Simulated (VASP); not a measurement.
Wanted: the native input for a VASP 6.6.1 run.

```yaml
Task: single point
Functional: PBE
Potentials_or_basis: VASP PAW PBE potentials, release 64 (Si, C)
Cutoff: 520 eV
k_mesh: 12 × 12 × 4
Occupations: gaussian, width 0.02 eV
Spin: no spin polarisation
Dipole_correction: no
Further_INCAR_settings: ALGO = Normal; EDIFF = 1e-06; NBANDS = 26
```

The structure of SiC lies in POSCAR:

```
SiC
1.0
    3.0941201823     -0.0000000029      0.0000000000
   -1.5470600887      2.6795866817      0.0000000000
    0.0000000000      0.0000000000     10.1293391983
Si C
4 4
Direct
    0.6666666667      0.3333333333      0.9378441882
    0.3333333333      0.6666666667      0.4378441882
    0.0000000000      0.0000000000      0.6878995563
    0.0000000000      0.0000000000      0.1878995563
    0.6666666667      0.3333333333      0.7498074461
    0.3333333333      0.6666666667      0.2498074461
    0.0000000000      0.0000000000      0.5004478094
    0.0000000000      0.0000000000      0.0004478094
```

The input as run:

INCAR

```
SYSTEM = SiC
  ALGO = Normal
  EDIFF = 1E-6
  ENCUT = 520
  GGA = PE
  ISIF = 2
  ISMEAR = 0
  LASPH = .TRUE.
  LCHARG = .TRUE.
  LELF = .TRUE.
  LREAL = .FALSE.
  LVHAR = .TRUE.
  LWAVE = .FALSE.
  NBANDS = 26
  NELM = 60
  PREC = Accurate
  SIGMA = 0.02
```

KPOINTS

```
k-points
0
G
  12 12 4
  0 0 0
```

Potentials or basis: VASP PAW PBE potentials, release 64 (Si, C).

Launch:

```console
$ cat potpaw_PBE.64/Si/POTCAR potpaw_PBE.64/C/POTCAR > POTCAR
$ mpirun -np 1 vasp_std > vasp.out
```

Results of the run:

| Property | Result |
| --- | --- |
| Pressure | 0.0 GPa |
| Band gap on the k mesh | 2.22 eV (least direct gap 3.34 eV) |

Wall time 61 s on 1 thread of Intel(R) Xeon(R) Platinum 8488C (Sapphire Rapids) (shared host), peak memory 0.24 GiB.
